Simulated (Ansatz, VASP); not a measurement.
Two plane-wave programs on Ni

File POSCAR:

```
Ni
1.0
   -1.4002437888      1.4002437888      1.4002437888
    1.4002437888     -1.4002437888      1.4002437888
    1.4002437888      1.4002437888     -1.4002437888
Ni
1
Direct
    0.0000000000      0.0000000000      0.0000000000
```

INCAR.step1

```
PREC = Accurate ; ENCUT = 520
ISMEAR = -1 ; SIGMA = 0.05
LREAL = False ; LASPH = True
NELM = 150 ; ISPIN = 2
MAGMOM = 1 ; LMAXMIX = 4
NBANDS = 15 ; GGA = PE
ALGO = Normal ; EDIFF = 1E-4
LWAVE = True ; LCHARG = False
```

File INCAR.step2:

```
PREC = Accurate ; ENCUT = 520
EDIFF = 1E-6 ; ISMEAR = -1
SIGMA = 0.05 ; LREAL = False
LASPH = True ; NELM = 150
ALGO = Normal ; ISIF = 2
LWAVE = False ; LCHARG = True
ISPIN = 2 ; MAGMOM = 1
LORBIT = 11 ; LMAXMIX = 4
METAGGA = R2SCAN ; LMIXTAU = True
LELF = True ; LVHAR = True
NBANDS = 15 ; ISTART = 1
```

Contents of KPOINTS:

```
regular mesh
0
Gamma
  28 28 28
```

Input for Ansatz:

```yaml
crystal:
  lattice:
    - [-1.4002437888, 1.4002437888, 1.4002437888]
    - [1.4002437888, -1.4002437888, 1.4002437888]
    - [1.4002437888, 1.4002437888, -1.4002437888]
  atoms:
    - { symbol: Ni, position: [0.0, 0.0, 0.0], spin: 1.0 }
magnetization:
  spin_polarized: true
kpoints:
  mp_grid: { grid: [28, 28, 28] }
scf:
  occupations: { method: fermi_dirac, width: 0.05 }
hamiltonian:
  xc: r2scan
  pseudopotentials: { kind: nc }
output:
  forces: true
  stress: true
  eigenvalues: true
```

Alike in both runs: task single point; functional r2SCAN; k mesh 28 × 28 × 28; occupations fermi-dirac, width 0.05 eV; collinear spin.

|  | VASP | Ansatz |
| --- | --- | --- |
| version | VASP 6.6.1 | Ansatz 0.2.0 |
| potentials or method | VASP PAW PBE potentials, release 64 (Ni) | norm-conserving pseudopotentials, scalar-relativistic |
| plane-wave cutoff (eV) | 520 | 1400 |
| valence electrons in the cell | 10 | 18 |

|  | VASP | Ansatz | Ansatz less VASP |
| --- | --- | --- | --- |
| gap on the k mesh at the Fermi level (eV) | none | none | - |
| pressure (GPa) | -6.7 | -7.2 | -0.48 |
| net moment per atom (μB) | 0.63 | 0.65 | +0.023 |
| size of the moment on the site where the two differ most (μB) | 0.65 | 0.72 | +0.065 |

VASP's potentials were made for PBE, not for r2SCAN. Site moments also hang on the region over which each program counts them. A gap of «none» marks a metal or a gap that the smearing closes. VASP's potentials hold 10 valence electrons a cell and Ansatz's 18, so a difference there can come from the potentials and not from the codes. Ansatz's warnings: stability check not made.
